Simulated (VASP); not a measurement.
Write the native input for VASP 6.6.1 that does the following.

```yaml
Task: single point
Functional: PBE
Potentials_or_basis: VASP PAW PBE potentials, release 64 (Mn_pv, O)
Cutoff: 520 eV
k_mesh: 14 × 14 × 14
Occupations: fermi-dirac, width 0.0612256 eV
Spin: no spin polarisation
Dipole_correction: no
Further_INCAR_settings: ALGO = Normal; EDIFF = 1e-06; NBANDS = 20
```

The structure of MnO2 (fluorite type) lies in POSCAR:

```
MnO2
1.0
    0.0000000000      2.3251941590      2.3251941590
    2.3251941590      0.0000000000      2.3251941590
    2.3251941590      2.3251941590      0.0000000000
Mn O
1 2
Direct
    0.0000000000      0.0000000000      0.0000000000
    0.2500000000      0.2500000000      0.2500000000
    0.7500000000      0.7500000000      0.7500000000
```

These files were run (other wordings do the same):

INCAR

```
PREC = Accurate
ENCUT = 520
EDIFF = 1E-6
ISMEAR = -1
SIGMA = 0.06122561905347299
LREAL = False
LASPH = True
NELM = 80
ALGO = Normal
ISIF = 2
LWAVE = False
LCHARG = False
GGA = PE
NBANDS = 20
```

KPOINTS

```
Automatic mesh
0
Gamma
  14 14 14
```

Potentials or basis: VASP PAW PBE potentials, release 64 (Mn_pv, O).

The run is started by

```bash
$ cat potpaw_PBE.64/Mn_pv/POTCAR potpaw_PBE.64/O/POTCAR > POTCAR
$ mpirun -np 1 vasp_std > vasp.out
```

It gave:

```json
{"Pressure": "-4.3 GPa"}
```

Caveat: an odd number of electrons without spin polarisation forces a metal; a magnetic or distorted state may lie lower; the run has no spin polarisation, though such a crystal can be magnetic.

Wall time 26 s on 1 thread of Intel(R) Xeon(R) Platinum 8559C (Emerald Rapids), on a shared host, peak memory 0.17 GiB.
